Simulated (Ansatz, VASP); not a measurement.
**One calculation of TePb, two programs**

```
Te Pb
1.0
     0.00000    3.34908    3.34908
     3.34908    0.00000    3.34908
     3.34908    3.34908    0.00000
Te Pb
1 1
Direct
  0.50000 0.50000 0.50000
  0.00000 0.00000 0.00000
```

Alike in both runs: task single point; functional PBE; k mesh 10 × 10 × 10; occupations gaussian, width 0.02 eV; no spin polarisation.

```csv
,VASP,Ansatz
version,VASP 6.6.1,Ansatz 0.2.0
potentials or method,"VASP PAW PBE potentials, release 64 (Te, Pb_d), cutoff 500 eV","scalar-relativistic, plane waves, PAW"
valence electrons in the cell,20,30
```

```tsv
	VASP	Ansatz	Ansatz less VASP
gap on the k mesh at the Fermi level (eV)	0.93	0.92	-0.004
least direct gap on the mesh (eV)	0.93	0.92	-0.004
pressure (GPa)	-2.0	-2.0	+0.05
```

The functional is the same, so the differences come from potentials, cutoffs and numerics. VASP's potentials hold 20 valence electrons a cell and Ansatz's 30, so a difference there can come from the potentials and not from the codes.

Neither program's run includes spin-orbit coupling.
